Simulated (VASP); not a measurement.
# La2O3 (P-3m1) in VASP: a series of runs, part 2 of 2

VASP 6.6.1. The steps go on from the part before.

## Step 3: Relaxation of cell and atoms, LDA

This run uses another cell than the first one, of 16.36 Å³/atom, 1.053 times its volume.

File INCAR:

```
SYSTEM = La2O3
PREC = Accurate
ENCUT = 600
EDIFF = 1E-6
ISMEAR = -1
SIGMA = 0.05
LREAL = .False.
LASPH = .True.
NELM = 100
ALGO = Normal
ISIF = 3
LWAVE = .False.
LCHARG = .False.
GGA = CA
IBRION = 2
NSW = 60
EDIFFG = -0.01
```

File KPOINTS:

```
Automatic mesh
0
Gamma
  8 8 5
  0 0 0
```

File POSCAR:

```
La2O3
1.0
    3.9307778780      0.0000000000      0.0000000000
   -1.9653889390      3.4041534990      0.0000000000
    0.0000000000      0.0000000000      6.1119535200
La O
2 3
Direct
    0.3333333333      0.6666666667      0.2462356800
    0.6666666667      0.3333333333      0.7537643200
    0.0000000000      0.0000000000      0.0000000000
    0.3333333333      0.6666666667      0.6458906500
    0.6666666667      0.3333333333      0.3541093500
```

Potentials or basis: VASP PAW LDA potentials, release 64 (La, O).

Started as:

```
cat potpaw_LDA.64/La/POTCAR potpaw_LDA.64/O/POTCAR > POTCAR
mpirun -np 1 vasp_std > vasp.out
```

OUTCAR:

```text
SYSTEM = La2O3
   PREC = Accurate
   ENCUT = 600
   EDIFF = 1E-6
   ISMEAR = -1
   LREAL = .False.
   LASPH = .True.
   NELM = 100
   ISIF = 3
   GGA = CA
   IBRION = 2
   NSW = 60
   EDIFFG = -0.01

 ion  position               nearest neighbor table
   1  0.333  0.667  0.246-   5 2.36   5 2.36   5 2.36   4 2.44   3 2.72   3 2.72   3 2.72
   2  0.667  0.333  0.754-   4 2.36   4 2.36   4 2.36   5 2.44   3 2.72   3 2.72   3 2.72
   3  0.000  0.000  0.000-   1 2.72   2 2.72   2 2.72   1 2.72   2 2.72   1 2.72
   4  0.333  0.667  0.646-   2 2.36   2 2.36   2 2.36   1 2.44
   5  0.667  0.333  0.354-   1 2.36   1 2.36   1 2.36   2 2.44

  LATTYP: Found a hexagonal cell.
 ALAT       =     3.9307778780
 C/A-ratio  =     1.5548966921

  Lattice vectors:
[... 387 lines left out ...]
  ext. energy  EPLUGINS =         0.00000000
  ---------------------------------------------------
  free energy    TOTEN  =       -45.91239275 eV

  energy without entropy =      -45.91239275  energy(sigma->0) =      -45.91239275

 E-fermi :   7.3225     XC(G=0): -11.1961

 val. band max:        6.2026400387   @ k =   0.2500   0.2500   0.4000
 cond. band min:       9.9995335900   @ k =   0.3750   0.2500   0.0000
 fundamental gap:      3.7968935513
 Fermi energy:         7.3224976298

 k-point     1 :       0.0000    0.0000    0.0000
  band No.  band energies     occupation
      1     -23.2878      2.00000
      2     -22.9527      2.00000
      3     -10.7064      2.00000
      4      -9.2569      2.00000
      5      -8.8385      2.00000
      6      -6.7842      2.00000
[... 637 lines left out ...]
     23      11.1588      0.00000
     24      11.4441      0.00000

 [... further k-points ...]

------------------------ aborting loop because EDIFF is reached ----------------------------------------

  FORCE on cell =-STRESS in cart. coord.  units (eV):
  Direction    XX          YY          ZZ          XY          YZ          ZX
  --------------------------------------------------------------------------------------
  -------------------------------------------------------------------------------------
  Total        0.0163260      0.0163260     -0.0033034      0.0000000      0.0000000      0.0000000
  in kB        0.3373266      0.3373266     -0.0682549      0.0000000      0.0000000      0.0000000
  external PRESSURE =       0.2021327 kB  Pullay stress =       0.0000000 kB
[... 20 lines left out ...]
  FREE ENERGIE OF THE ION-ELECTRON SYSTEM (eV)
  ---------------------------------------------------
  free  energy   TOTEN  =       -45.9123927499 eV

  energy  without entropy=      -45.9123927498  energy(sigma->0) =      -45.91239275

 reached required accuracy - stopping structural energy minimisation
```

CONTCAR:

```text
La2O3
   1.00000000000000
     3.8814149398050981    0.0000000000000000   -0.0000000000000000
    -1.9407074699025491    3.3614039405170839   -0.0000000000000000
    -0.0000000000000000   -0.0000000000000000    5.9433018830685054
  La              O
     2     3
Direct
     0.3333333332999970    0.6666666667000030    0.2437003795989382
     0.6666666667000030    0.3333333332999970    0.7562996204010618
     0.0000000000000000    0.0000000000000000    0.0000000000000000
     0.3333333332999970    0.6666666667000030    0.6466425011888219
     0.6666666667000030    0.3333333332999970    0.3533574988111779

  0.00000000E+00  0.00000000E+00  0.00000000E+00
  0.00000000E+00  0.00000000E+00  0.00000000E+00
  0.00000000E+00  0.00000000E+00  0.00000000E+00
  0.00000000E+00  0.00000000E+00  0.00000000E+00
  0.00000000E+00  0.00000000E+00  0.00000000E+00
```

It took 10 min on 1 thread of Intel Xeon Platinum 8259CL at 2.50GHz (Skylake/Cascade Lake), shared host; peak memory 0.25 GiB.

What came out:

* Free energy: -45.9124 eV
* Relaxed volume: 15.51 Å³/atom
* Relaxed cell: a = 3.881 Å, b = 3.881 Å, c = 5.943 Å, α = 90.00°, β = 90.00°, γ = 120.00°
* Space group after relaxing (to 0.05 Å): P-3m1 (No. 164)
* Energy gained by relaxing: 17.1 meV/atom
* Ionic steps: 12
* Pressure after relaxing: 0.0 GPa
* Largest force after relaxing: 0.008 eV/Å
* Band gap on the k mesh: 3.80 eV, indirect (least direct gap 3.91 eV)

Forces on the atoms (eV/Å):
```
La   0.000  0.000  0.008
La   0.000  0.000 -0.008
O    0.000  0.000  0.000
O    0.000  0.000  0.006
O    0.000  0.000 -0.006
```

Step by step:
| step | energy change (eV) | largest force (eV/Å) | pressure (GPa) | volume (Å³) |
| --- | --- | --- | --- | --- |
| 1 | 0.0000 | 0.1615 | -6.50 | 81.78 |
| 2 | 0.0315 | 0.8522 | 8.89 | 74.18 |
| 3 | -0.0777 | 0.2706 | -0.19 | 78.18 |
| 4 | -0.0777 | 0.2799 | -0.06 | 78.11 |
| 5 | -0.0834 | 0.0456 | 0.04 | 77.78 |
| 6 | -0.0837 | 0.0438 | 0.08 | 77.67 |
| 7 | -0.0847 | 0.0488 | -0.10 | 77.70 |
| 8 | -0.0850 | 0.0537 | -0.25 | 77.74 |
| 9 | -0.0852 | 0.0556 | 0.29 | 77.45 |
| 10 | -0.0853 | 0.0378 | 0.09 | 77.54 |
| 11 | -0.0855 | 0.0137 | 0.04 | 77.54 |
| 12 | -0.0855 | 0.0082 | 0.02 | 77.54 |

Final structure:
```
La O
1.0
     3.88141    0.00000    0.00000
    -1.94071    3.36140    0.00000
     0.00000    0.00000    5.94330
La O
2 3
Direct
  0.33333 0.66667 0.24370
  0.66667 0.33333 0.75630
  0.00000 0.00000 0.00000
  0.33333 0.66667 0.64664
  0.66667 0.33333 0.35336
```

Caveat: spin-orbit coupling is left out, which moves the levels of the heavy elements. LDA gaps usually lie below the measured ones, often by a third to a half.

## Step 4: Single point, RPBE

This run uses another cell than the first one, of 16.36 Å³/atom, 1.053 times its volume.

File INCAR:

```
  ALGO = Normal
  EDIFF = 1E-7
  ENCUT = 520
  GGA = RP
  ISIF = 2
  ISMEAR = -1
  LASPH = T
  LCHARG = F
  LREAL = F
  LWAVE = F
  NBANDS = 28
  NELM = 100
  PREC = Accurate
  SIGMA = 0.05
```

File KPOINTS:

```
k-points
0
Gamma
  8 8 5
```

POSCAR is that of step 3.

Potentials or basis: VASP PAW PBE potentials, release 64 (La, O).

Started as:

```
cat potpaw_PBE.64/La/POTCAR potpaw_PBE.64/O/POTCAR > POTCAR
mpirun -np 1 vasp_std > vasp.out
```

Wall time 2.5 min (1 thread of Intel Xeon Platinum 8259CL at 2.50GHz (Skylake/Cascade Lake), shared host); peak memory 0.25 GiB.

Results (log left out):

* Free energy: -39.8573 eV
* Pressure: 4.7 GPa
* Largest force: 0.040 eV/Å
* Band gap on the k mesh: 3.96 eV, indirect (least direct gap 4.18 eV)

Forces in eV/Å, atoms in the order of the input:
```
La   0.000  0.000 -0.040
La   0.000  0.000  0.040
O    0.000  0.000  0.000
O    0.000  0.000  0.022
O    0.000  0.000 -0.022
```

Stress tensor (GPa, compression positive):
```
4.56 0.00 0.00
0.00 4.56 0.00
0.00 0.00 4.88
```

Levels at points of the mesh, in eV from the valence-band top:
```
           k point  band 18  band 19  band 20  band 21  band 22  band 23
(0.00, 0.00, 0.00)    -0.34    -0.34    -0.08     4.44     4.65     4.65
(0.50, 0.00, 0.00)    -0.63    -0.38    -0.26     3.96     4.76     5.15
```

Caveat: the PAW data sets were made with another functional, which shifts forces and pressure a little; spin-orbit coupling is left out, which moves the levels of the heavy elements. A k mesh can miss the band edges.

## Step 5: Summary

| task | level | potentials or basis | cell | cutoff (eV) | gap on the mesh (eV) | pressure (GPa) | largest force (eV/Å) |
| --- | --- | --- | --- | --- | --- | --- | --- |
| single point | LDA | VASP PAW LDA potentials, release 64 (La, O) | a = 3.883, b = 3.883, c = 5.952 Å, angles 90.0, 90.0, 120.0°, 5 atoms | 520 | 3.79 | 0.0 | 0.01 |
| relaxation of cell and atoms | LDA | VASP PAW LDA potentials, release 64 (La, O) | relaxed from a = 3.931, b = 3.931, c = 6.112 Å, angles 90.0, 90.0, 120.0°, 5 atoms | 600 | 3.80 | 0.0 | 0.01 |
| single point | RPBE | VASP PAW PBE potentials, release 64 (La, O) | a = 3.931, b = 3.931, c = 6.112 Å, angles 90.0, 90.0, 120.0°, 5 atoms | 520 | 3.96 | 4.7 | 0.04 |

Alike in all rows: no spin polarisation; k mesh 8 × 8 × 5; smearing fermi-dirac 0.05 eV.

Caveats: spin-orbit coupling is left out, which moves the levels of the heavy elements; the PAW data sets were made with another functional, which shifts forces and pressure a little (some runs).

Total energies depend on the potentials used, so only differences within one code and one set of settings carry meaning.
